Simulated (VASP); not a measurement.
# Fe: single point with PBE

The system is Fe.

```
Fe
1.0
    -1.47130    1.47130    1.47130
     1.47130   -1.47130    1.47130
     1.47130    1.47130   -1.47130
Fe
1
Cartesian
  0.0000 0.0000 0.0000
```

- Program: VASP 6.6.1
- Task: single point
- Functional: PBE
- Potentials or basis: VASP PAW PBE potentials, release 64 (Fe)
- Cutoff: 520 eV
- k mesh: 13 × 13 × 13
- Occupations: fermi-dirac, width 0.05 eV
- Spin: collinear spin, ferromagnetic start
- Starting moments: [3.0] μB
- Dipole correction: no
- Further INCAR settings: ALGO = Fast; EDIFF = 1e-06; NBANDS = 14

```yaml
Pressure: -12.9 GPa
Net_moment: 2.54 μB per cell
Site_moments: Fe +2.56 μB
Valence_electrons_inside_the_program's_atomic_spheres: Fe 7.06
```

Levels at points of the mesh, in eV from the Fermi level:
Spin up:
```
           k point  band 3  band 4  band 5  band 6  band 7  band 8
(0.00, 0.00, 0.00)   -2.20   -2.20   -1.13   -1.13   23.90   23.90
```
Spin down:
```csv
k point,band 1,band 2,band 3,band 4,band 5,band 6
"(0.00, 0.00, 0.00)",-7.62,0.12,0.12,0.12,1.84,1.84
```

Run time: 22 s on 1 thread of AMD EPYC 9R45 96-Core Processor (Zen 5) (shared host), peak memory 0.11 GiB.
